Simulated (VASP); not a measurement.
Input of a VASP 6.6.1 run:

INCAR

```
SYSTEM = Mg
PREC = Accurate
ENCUT = 520
EDIFF = 1E-6
ISMEAR = 0
SIGMA = 0.15
LREAL = Auto
LASPH = .TRUE.
NELM = 80
ALGO = Normal
ISIF = 2
LWAVE = .FALSE.
LCHARG = .FALSE.
GGA = PE
NBANDS = 31
```

File KPOINTS:

```
Automatic mesh
0
G
  3 3 1
  0 0 0
```

File POSCAR:

```
Mg
1.0
    6.4200000000      0.0000000000      0.0000000000
    3.2100000000      5.5598830000      0.0000000000
    0.0000000000      0.0000000000     19.8195600000
Mg
17
Direct
   -0.1666666367      0.3333332734      0.0504552069
    0.3333333633      0.3333332734      0.0504552069
   -0.1666666817      0.8333333633      0.0504552069
    0.3333333183      0.8333333633      0.0504552069
    0.0007621477     -0.0017439216      0.1853102188
    0.5024039016     -0.0023358405      0.1855281348
    0.0002681890      0.4998767060      0.1855454410
    0.5016276878      0.4990745309      0.1850830190
   -0.1650006461      0.3306751239      0.3136068611
    0.3361071967      0.3322438620      0.3124862005
   -0.1647186039      0.8314041860      0.3141457227
    0.3342999829      0.8312987881      0.3135923805
    0.0005371750     -0.0047322938      0.4510617289
    0.4986746314     -0.0000561163      0.4467173338
    0.0051303271      0.4933010281      0.4465496207
    0.5033391900      0.4980552648      0.4517879812
    0.7968061863      0.7899664435      0.5817714924
```

Potentials or basis: VASP PAW PBE potentials, release 64 (Mg).

Command:

```console
$ cat potpaw_PBE.64/Mg/POTCAR > POTCAR
$ mpirun -np 1 vasp_std > vasp.out
```

**Question.** What does it give for the band gap on the k mesh?

**Answer.** Zero (band 17 reaches 0.15 eV, above the bottom of band 18 at -0.40 eV).

**Question.** Estimate the largest force.

**Answer.** 0.037 eV/Å.

Forces in eV/Å, atoms in the order of the input:
```
Mg  -0.004  0.009 -0.002
Mg   0.006  0.001 -0.005
Mg  -0.009 -0.009  0.035
Mg   0.008 -0.014 -0.002
Mg  -0.002  0.000  0.001
Mg   0.000  0.000  0.000
Mg  -0.001  0.001  0.000
Mg   0.000  0.000  0.002
Mg  -0.003  0.001 -0.004
Mg   0.000  0.000  0.001
Mg  -0.003  0.001  0.001
Mg   0.002 -0.001 -0.002
Mg  -0.004 -0.002 -0.004
Mg  -0.002 -0.001 -0.006
Mg  -0.001  0.002 -0.003
Mg  -0.005 -0.001 -0.009
Mg   0.019  0.012 -0.003
```

Caveat: the k points lie up to 0.38 Å⁻¹ apart.
